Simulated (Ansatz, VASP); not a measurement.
**SnTe3: VASP beside Ansatz**

File INCAR:

```
SYSTEM = SnTe3
ALGO = Normal
EDIFF = 1E-6
ENCUT = 520
GGA = PE
ISIF = 2
ISMEAR = 0
LASPH = .TRUE.
LCHARG = .FALSE.
LREAL = .FALSE.
LWAVE = .FALSE.
NBANDS = 24
NELM = 60
PREC = Accurate
SIGMA = 0.2
```

KPOINTS

```
k-points
0
G
  10 10 10
  0 0 0
```

The input POSCAR:

```
SnTe3
1.0
    0.0000000000      3.8612190000      3.8612190000
    3.8612190000      0.0000000000      3.8612190000
    3.8612190000      3.8612190000      0.0000000000
Sn Te
1 3
Direct
    0.0000000000      0.0000000000      0.0000000000
    0.2500000000      0.2500000000      0.2500000000
    0.7500000000      0.7500000000      0.7500000000
    0.5000000000      0.5000000000      0.5000000000
```

Input for Ansatz:

```yaml
crystal:
  lattice:
    - [0.0, 3.861219, 3.861219]
    - [3.861219, 0.0, 3.861219]
    - [3.861219, 3.861219, 0.0]
  atoms:
    - { symbol: Sn, position: [0.0, 0.0, 0.0] }
    - { symbol: Te, position: [0.25, 0.25, 0.25] }
    - { symbol: Te, position: [0.75, 0.75, 0.75] }
    - { symbol: Te, position: [0.5, 0.5, 0.5] }
basis:
  ecutwfc: 420
kpoints:
  mp_grid: { grid: [10, 10, 10] }
hamiltonian:
  xc: pbe
scf:
  occupations: { method: gaussian, width: 0.2 }
output:
  forces: true
  stress: true
  eigenvalues: true
```

Alike in both runs: task single point; functional PBE; k mesh 10 × 10 × 10; occupations gaussian, width 0.2 eV; no spin polarisation.

|  | VASP | Ansatz |
| --- | --- | --- |
| version | VASP 6.6.1 | Ansatz 0.2.0 |
| potentials or method | VASP PAW PBE potentials, release 64 (Sn_d, Te), cutoff 520 eV | scalar-relativistic, plane waves, PAW |
| valence electrons in the cell | 32 | 62 |

|  | VASP | Ansatz | Ansatz less VASP |
| --- | --- | --- | --- |
| gap on the k mesh at the Fermi level (eV) | none | none | - |
| pressure (GPa) | -0.1 | 0.0 | +0.06 |

A gap of «none» marks a metal or a gap that the smearing closes. VASP's potentials hold 32 valence electrons a cell and Ansatz's 62, so a difference there can come from the potentials and not from the codes.

Neither program's run includes spin-orbit coupling.
